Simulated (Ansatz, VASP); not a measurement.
One calculation of MgO, two programs

POSCAR

```
MgO
1.0
   -0.0525541854      2.1021674158      2.1021674158
    2.1021674158     -0.0525541854      2.1021674158
    2.0496132304      2.0496132304      0.0000000000
Mg O
1 1
Direct
    0.0000000000      0.0000000000      0.0000000000
    0.5000000000      0.5000000000      0.5000000000
```

The input INCAR.step1:

```
SYSTEM = MgO
  PREC = Accurate
  ENCUT = 660
  ISMEAR = 0
  SIGMA = 0.01
  LREAL = .False.
  LASPH = .True.
  NELM = 120
  NBANDS = 15
  GGA = PE
  ALGO = Normal
  EDIFF = 1E-5
  LWAVE = .True.
  LCHARG = .False.
  GGA_COMPAT = .False.
```

File INCAR.step2:

```
SYSTEM = MgO
  PREC = Accurate
  ENCUT = 660
  EDIFF = 1E-6
  ISMEAR = 0
  SIGMA = 0.01
  LREAL = .False.
  LASPH = .True.
  NELM = 120
  ALGO = Normal
  ISIF = 2
  LWAVE = .False.
  LCHARG = .False.
  METAGGA = R2SCAN
  LMIXTAU = .True.
  NBANDS = 15
  ISTART = 1
  GGA_COMPAT = .False.
```

KPOINTS

```
Automatic mesh
0
Gamma
  10 10 10
  0 0 0
```

Input for Ansatz:

```yaml
crystal:
  lattice:
    - [-0.0525541854, 2.1021674158, 2.1021674158]
    - [2.1021674158, -0.0525541854, 2.1021674158]
    - [2.0496132304, 2.0496132304, 0.0]
  atoms:
    - { symbol: Mg, position: [0.0, 0.0, 0.0] }
    - { symbol: O, position: [0.5, 0.5, 0.5] }
kpoints:
  mp_grid: { grid: [10, 10, 10] }
  band_path:
    path:
      - [0.0, 0.0, 0.0]
      - [0.5, 0.0, 0.5]
      - [0.625, 0.25, 0.625]
      - [0.375, 0.375, 0.75]
      - [0.5, 0.5, 0.5]
      - [0.5, 0.25, 0.75]
    npoints: 1
hamiltonian:
  xc: r2scan
scf:
  occupations: { method: fixed }
  n_extra_bands: 4
output:
  forces: true
  stress: true
  eigenvalues: true
```

Change from the starting cell: shear_xy strain -5.0%.

Alike in both runs: task single point; functional r2SCAN; k mesh 10 × 10 × 10; no spin polarisation.

|  | VASP | Ansatz |
| --- | --- | --- |
| version | VASP 6.6.1 | Ansatz 0.2.0 |
| potentials or method | VASP PAW PBE potentials, release 64 (Mg_sv, O) | plane waves, PAW |
| plane-wave cutoff (eV) | 660 | 500 |
| occupations | gaussian, width 0.01 eV | fixed |
| valence electrons in the cell | 16 | 16 |

Ansatz gave:

```
gap on the k mesh at the Fermi level (eV)                     : 5.46
pressure (GPa)                                                : 0.1
traceless stress, the component that is largest in VASP (GPa) : 7.86
```

Task: What did VASP give for the same quantities?

Result: gap on the k mesh at the Fermi level (eV): 5.49; pressure (GPa): 0.0; traceless stress, the component that is largest in VASP (GPa): 7.85.

VASP's potentials were made for PBE, not for r2SCAN.
